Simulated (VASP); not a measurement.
# NbN (Fm-3m) in VASP: relaxation of the atoms with PBE

Aim: the relaxation of the atoms of NbN with PBE.

Program: VASP 6.6.1. These are calculated values, not measurements. Logs are shortened: lines on timing, memory, paths and dates and some standing lists are left out, and cuts for length are marked.

### Step 1. The cell of the first run

Symmetry: Fm-3m, No. 225, cubic system. Conventional cell: a = 4.475 Å, b = 4.475 Å, c = 4.475 Å, α = 90.00°, β = 90.00°, γ = 90.00°. Within 3.0 Å of Nb (site symmetry m-3m) lie 6 N at 2.24 Å. Within 3.0 Å of N (site symmetry m-3m) lie 6 Nb at 2.24 Å.

### Step 2. Relaxation of the atoms, PBE, collinear spin (11.20 Å³/atom)

Contents of INCAR:

```
SYSTEM = NbN
PREC = Accurate
ENCUT = 520
EDIFF = 1E-7
ISMEAR = -1
SIGMA = 0.05
LREAL = .FALSE.
LASPH = .TRUE.
NELM = 200
ALGO = Normal
ISIF = 2
LWAVE = .FALSE.
LCHARG = .FALSE.
ISPIN = 2
MAGMOM = 2 0
LORBIT = 11
LMAXMIX = 4
GGA = PE
IBRION = 2
NSW = 80
EDIFFG = -0.02
GGA_COMPAT = .FALSE.
NELMIN = 4
KPAR = 4
```

Contents of KPOINTS:

```
regular mesh
0
G
  18 18 18
  0 0 0
```

Contents of POSCAR:

```
NbN
1.0
    0.0000000000      2.2375403388      2.2375403388
    2.2375403388      0.0000000000      2.2375403388
    2.2375403388      2.2375403388      0.0000000000
Nb N
1 1
Direct
    0.5000000000      0.5000000000      0.5000000000
    0.0000000000      0.0000000000      0.0000000000
```

Potentials or basis: VASP PAW PBE potentials, release 64 (Nb_sv, N).

Run with:

```
> cat potpaw_PBE.64/Nb_sv/POTCAR potpaw_PBE.64/N/POTCAR > POTCAR
> mpirun -np 4 vasp_std > vasp.out
```

OUTCAR:

```text
SYSTEM = NbN
   PREC = Accurate
   ENCUT = 520
   EDIFF = 1E-7
   ISMEAR = -1
   LREAL = .FALSE.
   LASPH = .TRUE.
   NELM = 200
   ISIF = 2
   ISPIN = 2
   LORBIT = 11
   GGA = PE
   IBRION = 2
   NSW = 80
   EDIFFG = -0.02
   NELMIN = 4

 ion  position               nearest neighbor table
   1  0.500  0.500  0.500-   2 2.24   2 2.24   2 2.24   2 2.24   2 2.24   2 2.24
   2  0.000  0.000  0.000-   1 2.24   1 2.24   1 2.24   1 2.24   1 2.24   1 2.24

  LATTYP: Found a face centered cubic cell.
 ALAT       =     4.4750806776

  Lattice vectors:

 A1 = (   0.0000000000,   2.2375403388,   2.2375403388)
 A2 = (   2.2375403388,   0.0000000000,   2.2375403388)
 A3 = (   2.2375403388,   2.2375403388,   0.0000000000)

Analysis of symmetry for initial positions (statically):
=====================================================================
 Subroutine PRICEL returns:
 Original cell was already a primitive cell.

 Routine SETGRP: Setting up the symmetry group for a
 face centered cubic supercell.

 Subroutine GETGRP returns: Found 48 space group operations
 (whereof 48 operations were pure point group operations)
 out of a pool of 48 trial point group operations.

The static configuration has the point symmetry O_h .

Analysis of symmetry for dynamics (positions and initial velocities):
=====================================================================
 Subroutine PRICEL returns:
 Original cell was already a primitive cell.

 Routine SETGRP: Setting up the symmetry group for a
 face centered cubic supercell.

 Subroutine GETGRP returns: Found 48 space group operations
 (whereof 48 operations were pure point group operations)
 out of a pool of 48 trial point group operations.

The dynamic configuration has the point symmetry O_h .

Analysis of structural, dynamic, and magnetic symmetry:
=====================================================================
 Subroutine PRICEL returns:
 Original cell was already a primitive cell.

 Routine SETGRP: Setting up the symmetry group for a
 face centered cubic supercell.

 Subroutine GETGRP returns: Found 48 space group operations
 (whereof 48 operations were pure point group operations)
 out of a pool of 48 trial point group operations.

The overall configuration has the point symmetry O_h .

 Subroutine INISYM returns: Found 48 space group operations
 (whereof 48 operations are pure point group operations),
 and found     1 'primitive' translations

[... 144 lines left out ...]
 E-fermi :  13.1259     XC(G=0): -13.0716

 val. band max:       13.1110323317   @ k =   0.2778   0.0556   0.0000
 cond. band min:      13.1382242980   @ k =   0.1111   0.1111   0.0000
 fundamental gap:      0.0271919663
 Fermi energy:        13.1259010280

 spin component 1

 k-point     1 :       0.0000    0.0000    0.0000
  band No.  band energies     occupation
      1     -43.3261      1.00000
      2     -19.0278      1.00000
      3     -19.0278      1.00000
      4     -19.0278      1.00000
      5      -4.1388      1.00000
      6       9.9470      1.00000
      7       9.9470      1.00000
      8       9.9470      1.00000
      9      11.2510      1.00000
     10      11.2510      1.00000
     11      11.2510      1.00000
     12      12.9764      0.95213
     13      12.9764      0.95213
     14      15.8660      0.00000
[... 379 lines left out ...]
      3     -19.0943      1.00000
      4     -19.0542      1.00000
      5      -3.1336      1.00000
      6       6.6534      1.00000
      7       7.5167      1.00000
      8       7.9119      1.00000
      9      12.3403      1.00000
     10      12.4196      1.00000
     11      13.1659      0.30995
     12      15.6275      0.00000
     13      16.8514      0.00000
     14      18.3220      0.00000

 [... further k-points ...]

 spin component 2

 k-point     1 :       0.0000    0.0000    0.0000
  band No.  band energies     occupation
      1     -43.3261      1.00000
      2     -19.0278      1.00000
      3     -19.0278      1.00000
      4     -19.0278      1.00000
      5      -4.1389      1.00000
      6       9.9469      1.00000
      7       9.9469      1.00000
      8       9.9469      1.00000
      9      11.2511      1.00000
     10      11.2511      1.00000
     11      11.2511      1.00000
     12      12.9764      0.95211
     13      12.9764      0.95211
     14      15.8659      0.00000
[... 379 lines left out ...]
      3     -19.0943      1.00000
      4     -19.0542      1.00000
      5      -3.1336      1.00000
      6       6.6534      1.00000
      7       7.5167      1.00000
      8       7.9119      1.00000
      9      12.3403      1.00000
     10      12.4196      1.00000
     11      13.1659      0.30989
     12      15.6275      0.00000
     13      16.8514      0.00000
     14      18.3220      0.00000

 [... further k-points ...]

------------------------ aborting loop because EDIFF is reached ----------------------------------------

  FORCE on cell =-STRESS in cart. coord.  units (eV):
  Direction    XX          YY          ZZ          XY          YZ          ZX
  --------------------------------------------------------------------------------------
  -------------------------------------------------------------------------------------
  Total       -1.5071122     -1.5071122     -1.5071122      0.0000000      0.0000000      0.0000000
  in kB     -107.7738859   -107.7738859   -107.7738859      0.0000000      0.0000000      0.0000000
  external PRESSURE =    -107.7738859 kB  Pullay stress =       0.0000000 kB

 VOLUME and BASIS-vectors are now :
 -----------------------------------------------------------------------------
  energy-cutoff  :      520.00
  volume of cell :       22.40
      direct lattice vectors                 reciprocal lattice vectors
     0.000000000  2.237540339  2.237540339    -0.223459659  0.223459659  0.223459659
     2.237540339  0.000000000  2.237540339     0.223459659 -0.223459659  0.223459659
     2.237540339  2.237540339  0.000000000     0.223459659  0.223459659 -0.223459659

 POSITION                                       TOTAL-FORCE (eV/Angst)
 -----------------------------------------------------------------------------------
      2.23754      2.23754      2.23754         0.000000      0.000000      0.000000
      0.00000      0.00000      0.00000        -0.000000     -0.000000     -0.000000
 -----------------------------------------------------------------------------------
    total drift:                                0.000000     -0.000000      0.000000

  FREE ENERGIE OF THE ION-ELECTRON SYSTEM (eV)
  ---------------------------------------------------
  free  energy   TOTEN  =       -20.5125857985 eV

  energy  without entropy=      -20.5041165430  energy(sigma->0) =      -20.50835117

 reached required accuracy - stopping structural energy minimisation

 total charge

# of ion       s       p       d       tot
------------------------------------------
    1        2.142   6.039   2.384  10.564
    2        1.236   2.475   0.000   3.712
--------------------------------------------------
tot          3.378   8.514   2.384  14.276

 magnetization (x)

# of ion       s       p       d       tot
------------------------------------------
    1        0.000   0.000   0.000   0.000
    2       -0.000  -0.000   0.000  -0.000
--------------------------------------------------
tot          0.000  -0.000   0.000   0.000
```

OSZICAR:

```text
N       E                     dE             d eps       ncg     rms          rms(c)
DAV:   1     0.156449767988E+03    0.15645E+03   -0.10361E+04 10920   0.136E+03
DAV:   2    -0.127873866013E+02   -0.16924E+03   -0.16260E+03 13330   0.461E+02
DAV:   3    -0.233061776957E+02   -0.10519E+02   -0.10315E+02 19934   0.915E+01
DAV:   4    -0.234889696801E+02   -0.18279E+00   -0.18255E+00 13128   0.104E+01
DAV:   5    -0.234959500728E+02   -0.69804E-02   -0.69783E-02 17610   0.170E+00    0.143E+01
DAV:   6    -0.206861379882E+02    0.28098E+01   -0.11757E+01 15794   0.353E+01    0.516E+00
DAV:   7    -0.205338860475E+02    0.15225E+00   -0.86961E-01 14268   0.104E+01    0.271E+00
DAV:   8    -0.205115953283E+02    0.22291E-01   -0.15104E-01 15136   0.411E+00    0.170E+00
DAV:   9    -0.205131359137E+02   -0.15406E-02   -0.87831E-03 15630   0.951E-01    0.473E-01
DAV:  10    -0.205125490694E+02    0.58684E-03   -0.75222E-03 13710   0.935E-01    0.312E-01
DAV:  11    -0.205125790299E+02   -0.29960E-04   -0.13067E-03 12852   0.452E-01    0.397E-02
DAV:  12    -0.205125849075E+02   -0.58776E-05   -0.12651E-04 16208   0.112E-01    0.239E-02
DAV:  13    -0.205125855613E+02   -0.65381E-06   -0.52172E-06 13698   0.273E-02    0.939E-03
DAV:  14    -0.205125857329E+02   -0.17165E-06   -0.67036E-07 13946   0.934E-03    0.213E-03
DAV:  15    -0.205125857985E+02   -0.65605E-07   -0.46761E-08  7492   0.305E-03
   1 F= -.20512586E+02 E0= -.20508351E+02  d E =-.205126E+02  mag=    -0.0000
```

CONTCAR:

```text
NbN
   1.00000000000000
     0.0000000000000000    2.2375403388000001    2.2375403388000001
     2.2375403388000001    0.0000000000000000    2.2375403388000001
     2.2375403388000001    2.2375403388000001    0.0000000000000000
  Nb              N
     1     1
Direct
     0.5000000000000000    0.5000000000000000    0.5000000000000000
     0.0000000000000000    0.0000000000000000    0.0000000000000000

  0.00000000E+00  0.00000000E+00  0.00000000E+00
  0.00000000E+00  0.00000000E+00  0.00000000E+00
```

It took 42 s on 4 MPI ranks of Intel Xeon Platinum 8259CL at 2.50GHz (Skylake/Cascade Lake), shared host; peak memory 0.22 GiB.

What came out:

```yaml
Free_energy: -20.5126 eV
Pressure_after_relaxing: -10.8 GPa
Band_gap_on_the_k_mesh: zero (filled and empty bands overlap)
Net_moment: 0.00 μB per cell
Valence_electrons_inside_the_program's_atomic_spheres: Nb 10.56; N 3.71
```

Final structure:
```
CELL_PARAMETERS angstrom
0.00000 2.23754 2.23754
2.23754 0.00000 2.23754
2.23754 2.23754 0.00000
ATOMIC_POSITIONS crystal
Nb 0.50000 0.50000 0.50000
N 0.00000 0.00000 0.00000
```

Levels at points of the mesh, in eV from the Fermi level:
Spin up:
| k point | band 5 | band 6 | band 7 | band 8 | band 9 | band 10 | band 11 | band 12 | band 13 | band 14 |
| --- | --- | --- | --- | --- | --- | --- | --- | --- | --- | --- |
| (0.00, 0.00, 0.00) | -17.26 | -3.18 | -3.18 | -3.18 | -1.87 | -1.87 | -1.87 | -0.15 | -0.15 | 2.74 |
| (0.50, 0.00, 0.00) | -14.98 | -8.74 | -6.69 | -6.69 | 1.33 | 1.33 | 1.81 | 4.37 | 6.28 | 6.28 |
| (0.50, 0.50, 0.00) | -16.52 | -5.65 | -4.70 | -3.88 | -3.88 | 1.45 | 2.54 | 2.54 | 3.55 | 8.86 |
Spin down:
```tsv
k point	band 5	band 6	band 7	band 8	band 9	band 10	band 11	band 12	band 13	band 14
(0.00, 0.00, 0.00)	-17.26	-3.18	-3.18	-3.18	-1.87	-1.87	-1.87	-0.15	-0.15	2.74
(0.50, 0.00, 0.00)	-14.98	-8.74	-6.69	-6.69	1.33	1.33	1.81	4.37	6.28	6.28
(0.50, 0.50, 0.00)	-16.52	-5.65	-4.70	-3.88	-3.88	1.45	2.54	2.54	3.55	8.87
```

Caveat: the relaxation stopped at its first step, so nothing moved.
